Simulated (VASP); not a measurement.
# ZrN (Fm-3m) in VASP: a series of runs

Runs on ZrN. Level: PBEsol. Tasks: electric field gradients.

Program: VASP 6.6.1. These are calculated values, not measurements. Logs are shortened: lines on timing, memory, paths and dates and some standing lists are left out, and cuts for length are marked.

### Step 1. The cell of the first run

The structure is cubic, space group Fm-3m (No. 225). The conventional cell has a = 4.475 Å, b = 4.475 Å, c = 4.475 Å, α = 90.00°, β = 90.00°, γ = 90.00°. Zr (site symmetry m-3m) has 6 N at 2.24 Å within 3.0 Å. N (site symmetry m-3m) has 6 Zr at 2.24 Å within 3.0 Å.

### Step 2. Electric field gradients, PBEsol (11.20 Å³/atom)

Input file INCAR:

```
PREC = Accurate
ENCUT = 520
EDIFF = 1E-8
ISMEAR = -1
SIGMA = 0.01
LREAL = F
LASPH = T
NELM = 120
ALGO = Normal
ISIF = 2
LWAVE = F
LCHARG = F
GGA = PS
LEFG = T
NBANDS = 16
GGA_COMPAT = F
```

Input file KPOINTS:

```
regular mesh
0
Gamma
  9 9 9
```

Input file POSCAR:

```
ZrN
1.0
    0.0000000000      2.2375999771      2.2375999771
    2.2375999771      0.0000000000      2.2375999771
    2.2375999771      2.2375999771      0.0000000000
Zr N
1 1
Direct
    0.0000000000      0.0000000000      0.0000000000
    0.5000000000      0.5000000000      0.5000000000
```

Potentials or basis: VASP PAW PBE potentials, release 64 (Zr_sv, N).

Run with:

```sh
$ cat potpaw_PBE.64/Zr_sv/POTCAR potpaw_PBE.64/N/POTCAR > POTCAR
$ mpirun -np 1 vasp_std > vasp.out
```

OUTCAR:

```text
PREC = Accurate
   ENCUT = 520
   EDIFF = 1E-8
   ISMEAR = -1
   LREAL = F
   LASPH = T
   NELM = 120
   ISIF = 2
   GGA = PS

 ion  position               nearest neighbor table
   1  0.000  0.000  0.000-   2 2.24   2 2.24   2 2.24   2 2.24   2 2.24   2 2.24
   2  0.500  0.500  0.500-   1 2.24   1 2.24   1 2.24   1 2.24   1 2.24   1 2.24

  LATTYP: Found a face centered cubic cell.
 ALAT       =     4.4751999542

  Lattice vectors:

 A1 = (   0.0000000000,   2.2375999771,   2.2375999771)
 A2 = (   2.2375999771,   0.0000000000,   2.2375999771)
 A3 = (   2.2375999771,   2.2375999771,   0.0000000000)

Analysis of symmetry for initial positions (statically):
=====================================================================
 Subroutine PRICEL returns:
 Original cell was already a primitive cell.

 Routine SETGRP: Setting up the symmetry group for a
 face centered cubic supercell.

 Subroutine GETGRP returns: Found 48 space group operations
 (whereof 48 operations were pure point group operations)
 out of a pool of 48 trial point group operations.

The static configuration has the point symmetry O_h .

Analysis of symmetry for dynamics (positions and initial velocities):
=====================================================================
 Subroutine PRICEL returns:
 Original cell was already a primitive cell.

 Routine SETGRP: Setting up the symmetry group for a
 face centered cubic supercell.

 Subroutine GETGRP returns: Found 48 space group operations
 (whereof 48 operations were pure point group operations)
 out of a pool of 48 trial point group operations.

The dynamic configuration has the point symmetry O_h .

 Subroutine INISYM returns: Found 48 space group operations
 (whereof 48 operations are pure point group operations),
 and found     1 'primitive' translations

----------------------------------------------------------------------------------------

                                     Primitive cell

  volume of cell :      22.4067

  direct lattice vectors                    reciprocal lattice vectors
     0.000000000  2.237599977  2.237599977    -0.223453703  0.223453703  0.223453703
     2.237599977  0.000000000  2.237599977     0.223453703 -0.223453703  0.223453703
     2.237599977  2.237599977  0.000000000     0.223453703  0.223453703 -0.223453703

[... 114 lines left out ...]
 non-spin polarized calculation
  energy-cutoff  :      520.00
  volume of cell :       22.41
 maximum number of plane-waves:       620
   NGX = 11   NGY = 11   NGZ = 11

 number of electron      17.0000002 magnetization

 Free energy of the ion-electron system (eV)
  ---------------------------------------------------
  ext. energy  EPLUGINS =         0.00000000
  ---------------------------------------------------
  free energy    TOTEN  =       -21.49633455 eV

  energy without entropy =      -21.49539097  energy(sigma->0) =      -21.49586276

 E-fermi :  12.7371     XC(G=0): -13.0640

 val. band max:       12.7132645945   @ k =   0.1111   0.0000   0.0000
 cond. band min:      12.7451105530   @ k =   0.4444   0.2222   0.1111
 fundamental gap:      0.0318459585
 Fermi energy:        12.7370887771

 k-point     1 :       0.0000    0.0000    0.0000
  band No.  band energies     occupation
      1     -36.4784      2.00000
      2     -14.0409      2.00000
      3     -14.0409      2.00000
      4     -14.0409      2.00000
      5      -3.7302      2.00000
      6      10.0443      2.00000
[... 433 lines left out ...]
      3     -14.4908      2.00000
      4     -14.4908      2.00000
      5      -3.2082      2.00000
      6       8.0708      2.00000
[... 8 lines left out ...]
     15      24.2008      0.00000
     16      29.3056      0.00000

 [... further k-points ...]
[... 5 lines left out ...]
  --------------------------------------------------------------------------------------
  -------------------------------------------------------------------------------------
  Total        2.2153794      2.2153794      2.2153794     -0.0000000      0.0000000      0.0000000
  in kB      158.4095488    158.4095488    158.4095488     -0.0000000      0.0000000      0.0000000
  external PRESSURE =     158.4095488 kB  Pullay stress =       0.0000000 kB

 VOLUME and BASIS-vectors are now :
 -----------------------------------------------------------------------------
  energy-cutoff  :      520.00
  volume of cell :       22.41
      direct lattice vectors                 reciprocal lattice vectors
     0.000000000  2.237599977  2.237599977    -0.223453703  0.223453703  0.223453703
     2.237599977  0.000000000  2.237599977     0.223453703 -0.223453703  0.223453703
     2.237599977  2.237599977  0.000000000     0.223453703  0.223453703 -0.223453703

 POSITION                                       TOTAL-FORCE (eV/Angst)
 -----------------------------------------------------------------------------------
      0.00000      0.00000      0.00000        -0.000000      0.000000     -0.000000
      2.23760      2.23760      2.23760         0.000000     -0.000000      0.000000
 -----------------------------------------------------------------------------------
    total drift:                                0.000000     -0.000000     -0.000000

  FREE ENERGIE OF THE ION-ELECTRON SYSTEM (eV)
  ---------------------------------------------------
  free  energy   TOTEN  =       -21.4963345489 eV

  energy  without entropy=      -21.4953909715  energy(sigma->0) =      -21.49586276

 Electric field gradients (V/A^2)
---------------------------------------------------------------------
 ion       V_xx      V_yy      V_zz      V_xy      V_xz      V_yz
---------------------------------------------------------------------
   1      -0.000     0.000    -0.000    -0.000    -0.000    -0.000
   2      -0.000     0.000    -0.000     0.001     0.001     0.001
---------------------------------------------------------------------

 Electric field gradients after diagonalization (V/A^2)
 (convention: |V_zz| > |V_xx| > |V_yy|)
----------------------------------------------------------------------
 ion       V_xx      V_yy      V_zz     asymmetry (V_yy - V_xx)/ V_zz
----------------------------------------------------------------------
   1       0.000     0.000    -0.000       0.000
   2      -0.001    -0.001     0.002       0.000
----------------------------------------------------------------------

           NMR quadrupolar parameters

 Cq : quadrupolar parameter    Cq=e*Q*V_zz/h
 eta: asymmetry parameters     (V_yy - V_xx)/ V_zz
 Q  : nuclear electric quadrupole moment in mb (millibarn)
----------------------------------------------------------------------
 ion       Cq(MHz)       eta       Q (mb)
----------------------------------------------------------------------
   1      -0.000       0.000       1.000
   2       0.000       0.000       1.000
----------------------------------------------------------------------
```

OSZICAR:

```text
N       E                     dE             d eps       ncg     rms          rms(c)
DAV:   1     0.116668151316E+03    0.11667E+03   -0.91519E+03  1120   0.106E+03
DAV:   2    -0.201515430051E+02   -0.13682E+03   -0.12835E+03  1400   0.308E+02
DAV:   3    -0.246314487240E+02   -0.44799E+01   -0.44501E+01  1584   0.517E+01
DAV:   4    -0.247021636806E+02   -0.70715E-01   -0.70708E-01  1408   0.577E+00
DAV:   5    -0.247042690391E+02   -0.21054E-02   -0.21054E-02  1528   0.679E-01    0.260E+01
DAV:   6    -0.216247998677E+02    0.30795E+01   -0.62655E+00  1264   0.248E+01    0.104E+01
DAV:   7    -0.215258375238E+02    0.98962E-01   -0.44357E-01  1368   0.611E+00    0.820E+00
DAV:   8    -0.215070490964E+02    0.18788E-01   -0.18530E-01  1552   0.377E+00    0.378E+00
DAV:   9    -0.214965738378E+02    0.10475E-01   -0.36739E-02  1296   0.174E+00    0.123E+00
DAV:  10    -0.214963498615E+02    0.22398E-03   -0.18781E-03  1312   0.427E-01    0.670E-02
DAV:  11    -0.214963387620E+02    0.11100E-04   -0.32571E-05  1472   0.539E-02    0.671E-02
DAV:  12    -0.214963345949E+02    0.41671E-05   -0.72821E-06  1272   0.229E-02    0.112E-03
DAV:  13    -0.214963346117E+02   -0.16838E-07   -0.47751E-08  1408   0.239E-03    0.824E-04
DAV:  14    -0.214963345490E+02    0.62720E-07   -0.61554E-09  1200   0.535E-04    0.218E-04
DAV:  15    -0.214963345489E+02    0.15189E-09   -0.66567E-10   720   0.222E-04
   1 F= -.21496335E+02 E0= -.21495863E+02  d E =-.943577E-03
```

stdout:

```text
POSCAR found type information on POSCAR ZrN
 POSCAR found :  2 types and       2 ions
 scaLAPACK will be used
 -----------------------------------------------------------------------------
|                                                                             |
|                                                                             |
|     You enforced a specific xc type in the INCAR file but a different       |
|     I HOPE YOU KNOW WHAT YOU ARE DOING!                                     |
|                                                                             |
 -----------------------------------------------------------------------------

 LDA part: xc-table for (Slater+PW92), standard interpolation
 POSCAR, INCAR and KPOINTS ok, starting setup
 FFT: planning ... GRIDC
 FFT: planning ... GRID_SOFT
 FFT: planning ... GRID
 WAVECAR not read
 entering main loop
ion   1

ion   2
```

Wall time 19 s (1 thread of Intel Xeon 8259CL, shared host); peak memory 0.14 GiB.

Results:

```
Free energy                             : -21.4963 eV
Pressure                                : 15.8 GPa
Band gap on the k mesh                  : zero (an odd number of electrons rules out a gap without spin polarisation)
Largest electric field gradient by atom : zero within the noise of the run
```

Caveat: the cell stands under pressure; the PAW data sets were made with another functional, which shifts forces and pressure a little.

### Step 3. Electric field gradients, PBEsol (11.21 Å³/atom)

Input file INCAR:

```
SYSTEM = ZrN
  PREC = Accurate
  ENCUT = 520
  EDIFF = 1E-8
  ISMEAR = -1
  SIGMA = 0.01
  LREAL = .False.
  LASPH = .True.
  NELM = 120
  ALGO = Normal
  ISIF = 2
  LWAVE = .False.
  LCHARG = .False.
  GGA = PS
  LEFG = .True.
  NBANDS = 16
  GGA_COMPAT = .False.
```

Input file KPOINTS:

```
regular mesh
0
Gamma
  9 9 9
  0 0 0
```

Input file POSCAR:

```
ZrN
1.0
    0.0000000000      2.2379966444      2.2379966444
    2.2379966444      0.0000000000      2.2379966444
    2.2379966444      2.2379966444      0.0000000000
Zr N
1 1
Direct
    0.0000000000      0.0000000000      0.0000000000
    0.5000000000      0.5000000000      0.5000000000
```

Potentials or basis: VASP PAW PBE potentials, release 64 (Zr_sv, N).

Run with:

```sh
$ cat potpaw_PBE.64/Zr_sv/POTCAR potpaw_PBE.64/N/POTCAR > POTCAR
$ mpirun -np 1 vasp_std > vasp.out
```

OUTCAR:

```text
SYSTEM = ZrN
   PREC = Accurate
   ENCUT = 520
   EDIFF = 1E-8
   ISMEAR = -1
   LREAL = .False.
   LASPH = .True.
   NELM = 120
   ISIF = 2
   GGA = PS

 ion  position               nearest neighbor table
   1  0.000  0.000  0.000-   2 2.24   2 2.24   2 2.24   2 2.24   2 2.24   2 2.24
   2  0.500  0.500  0.500-   1 2.24   1 2.24   1 2.24   1 2.24   1 2.24   1 2.24

  LATTYP: Found a face centered cubic cell.
 ALAT       =     4.4759932888

  Lattice vectors:

 A1 = (   0.0000000000,   2.2379966444,   2.2379966444)
 A2 = (   2.2379966444,   0.0000000000,   2.2379966444)
 A3 = (   2.2379966444,   2.2379966444,   0.0000000000)

Analysis of symmetry for initial positions (statically):
=====================================================================
 Subroutine PRICEL returns:
 Original cell was already a primitive cell.

 Routine SETGRP: Setting up the symmetry group for a
 face centered cubic supercell.

 Subroutine GETGRP returns: Found 48 space group operations
 (whereof 48 operations were pure point group operations)
 out of a pool of 48 trial point group operations.

The static configuration has the point symmetry O_h .

Analysis of symmetry for dynamics (positions and initial velocities):
=====================================================================
 Subroutine PRICEL returns:
 Original cell was already a primitive cell.

 Routine SETGRP: Setting up the symmetry group for a
 face centered cubic supercell.

 Subroutine GETGRP returns: Found 48 space group operations
 (whereof 48 operations were pure point group operations)
 out of a pool of 48 trial point group operations.

The dynamic configuration has the point symmetry O_h .

 Subroutine INISYM returns: Found 48 space group operations
 (whereof 48 operations are pure point group operations),
 and found     1 'primitive' translations

----------------------------------------------------------------------------------------

                                     Primitive cell

  volume of cell :      22.4186

  direct lattice vectors                    reciprocal lattice vectors
     0.000000000  2.237996644  2.237996644    -0.223414097  0.223414097  0.223414097
     2.237996644  0.000000000  2.237996644     0.223414097 -0.223414097  0.223414097
     2.237996644  2.237996644  0.000000000     0.223414097  0.223414097 -0.223414097

  length of vectors
     3.165005207  3.165005207  3.165005207     0.386964568  0.386964568  0.386964568

  position of ions in fractional coordinates (direct lattice)
     0.000000000  0.000000000  0.000000000
     0.500000000  0.500000000  0.500000000

  ion indices of the primitive-cell ions
   primitive index   ion index
                 1           1
                 2           2

----------------------------------------------------------------------------------------

 KPOINTS: regular mesh

[... 67 lines left out ...]
   EDIFF  = 0.1E-07   stopping-criterion for ELM
   LREAL  =      F    real-space projection
   EDIFFG = 0.1E-06   stopping-criterion for IOM
   NSW    =      0    number of steps for IOM
   IBRION =     -1    ionic relax: 0-MD 1-quasi-New 2-CG
   NFREE  =      0    steps in history (QN), initial steepest desc. (CG)
   ISIF   =      2    stress and relaxation
   ISYM   =      2    0-nonsym 1-usesym 2-fastsym
   POTIM  = 0.5000    time-step for ionic-motion
   TEBEG  =    0.0;   TEEND  =   0.0 temperature during run
   PSTRESS=    0.0 pullay stress
   NELECT =      17.0000    total number of electrons
   NUPDOWN=      -1.0000    fix difference up-down
   EMIN   =  10.00;   EMAX   =-10.00  energy-range for DOS
   EFERMI =   0.00;   METHOD = LEGACY
   ISMEAR =    -1;   SIGMA  =   0.01  broadening in eV -4-tet -1-fermi 0-gaus
   EFERMI_NEDOS =   21; number of points for ismear=-14 and -15
   IALGO  =     38    algorithm
   IMIX   =      4    mixing-type and parameters
     AMIX     =   0.40;   BMIX     =  1.00
     AMIX_MAG =   1.60;   BMIX_MAG =  1.00
  volume/ion in A,a.u.               =      11.21        75.64
  Fermi-wavevector in a.u.,A,eV,Ry     =   1.492869  2.821113 30.322732  2.228658
  Thomas-Fermi vector in A             =   2.605342
   LORBIT       =      0    0 simple, 1 ext, 2 COOP (PROOUT), +10 PAW based schemes
   GGA     = PS    functional components
   LHFCALC =     F    Hartree Fock is set to
   AEXX    =    0.0000 exact exchange contribution
   IVDW    =     0    specifies the selected vdW correction
   LEPSILON=     F    determine dielectric tensor
   LRPA    =     F    only Hartree local field effects (RPA)
 non-spin polarized calculation
  energy-cutoff  :      520.00
  volume of cell :       22.42
 maximum number of plane-waves:       620
   NGX = 11   NGY = 11   NGZ = 11

 number of electron      17.0000002 magnetization

 Free energy of the ion-electron system (eV)
  ---------------------------------------------------
  ext. energy  EPLUGINS =         0.00000000
  ---------------------------------------------------
  free energy    TOTEN  =       -21.49750604 eV

  energy without entropy =      -21.49656252  energy(sigma->0) =      -21.49703428

 E-fermi :  12.7300     XC(G=0): -13.0611

 val. band max:       12.7061307719   @ k =   0.1111   0.0000   0.0000
 cond. band min:      12.7379821646   @ k =   0.4444   0.2222   0.1111
 fundamental gap:      0.0318513927
 Fermi energy:        12.7299597993

 k-point     1 :       0.0000    0.0000    0.0000
  band No.  band energies     occupation
      1     -36.4869      2.00000
      2     -14.0502      2.00000
      3     -14.0502      2.00000
      4     -14.0502      2.00000
      5      -3.7353      2.00000
      6      10.0378      2.00000
[... 433 lines left out ...]
      3     -14.4993      2.00000
      4     -14.4993      2.00000
      5      -3.2126      2.00000
      6       8.0630      2.00000
[... 8 lines left out ...]
     15      24.1857      0.00000
     16      29.2916      0.00000

 [... further k-points ...]
[... 5 lines left out ...]
  --------------------------------------------------------------------------------------
  -------------------------------------------------------------------------------------
  Total        2.1916291      2.1916291      2.1916291      0.0000000      0.0000000      0.0000000
  in kB      156.6279788    156.6279788    156.6279788      0.0000000      0.0000000      0.0000000
  external PRESSURE =     156.6279788 kB  Pullay stress =       0.0000000 kB

 VOLUME and BASIS-vectors are now :
 -----------------------------------------------------------------------------
  energy-cutoff  :      520.00
  volume of cell :       22.42
      direct lattice vectors                 reciprocal lattice vectors
     0.000000000  2.237996644  2.237996644    -0.223414097  0.223414097  0.223414097
     2.237996644  0.000000000  2.237996644     0.223414097 -0.223414097  0.223414097
     2.237996644  2.237996644  0.000000000     0.223414097  0.223414097 -0.223414097

 POSITION                                       TOTAL-FORCE (eV/Angst)
 -----------------------------------------------------------------------------------
      0.00000      0.00000      0.00000         0.000000      0.000000      0.000000
      2.23800      2.23800      2.23800         0.000000      0.000000      0.000000
 -----------------------------------------------------------------------------------
    total drift:                                0.000000     -0.000000     -0.000000

  FREE ENERGIE OF THE ION-ELECTRON SYSTEM (eV)
  ---------------------------------------------------
  free  energy   TOTEN  =       -21.4975060440 eV

  energy  without entropy=      -21.4965625191  energy(sigma->0) =      -21.49703428

 Electric field gradients (V/A^2)
---------------------------------------------------------------------
 ion       V_xx      V_yy      V_zz      V_xy      V_xz      V_yz
---------------------------------------------------------------------
   1      -0.000     0.000    -0.000    -0.000    -0.000    -0.000
   2       0.000    -0.000     0.000     0.001     0.001     0.001
---------------------------------------------------------------------

 Electric field gradients after diagonalization (V/A^2)
 (convention: |V_zz| > |V_xx| > |V_yy|)
----------------------------------------------------------------------
 ion       V_xx      V_yy      V_zz     asymmetry (V_yy - V_xx)/ V_zz
----------------------------------------------------------------------
   1       0.000     0.000    -0.000       0.000
   2      -0.001    -0.001     0.002       0.000
----------------------------------------------------------------------

           NMR quadrupolar parameters

 Cq : quadrupolar parameter    Cq=e*Q*V_zz/h
 eta: asymmetry parameters     (V_yy - V_xx)/ V_zz
 Q  : nuclear electric quadrupole moment in mb (millibarn)
----------------------------------------------------------------------
 ion       Cq(MHz)       eta       Q (mb)
----------------------------------------------------------------------
   1      -0.000       0.000       1.000
   2       0.000       0.000       1.000
----------------------------------------------------------------------
```

Wall time 18 s (1 thread of Intel Xeon 8259CL, shared host); peak memory 0.14 GiB.

Results:

| Quantity | Value |
| --- | --- |
| Free energy | -21.4975 eV |
| Pressure | 15.7 GPa |
| Band gap on the k mesh | zero (an odd number of electrons rules out a gap without spin polarisation) |
| Largest electric field gradient by atom | zero within the noise of the run |

Levels at points of the mesh, in eV from the Fermi level:
| k point | band 6 | band 7 | band 8 | band 9 | band 10 | band 11 | band 12 | band 13 |
| --- | --- | --- | --- | --- | --- | --- | --- | --- |
| (0.00, 0.00, 0.00) | -2.69 | -2.69 | -2.69 | -0.41 | -0.41 | -0.41 | 1.78 | 1.78 |

Caveat: the cell stands under pressure; the PAW data sets were made with another functional, which shifts forces and pressure a little.
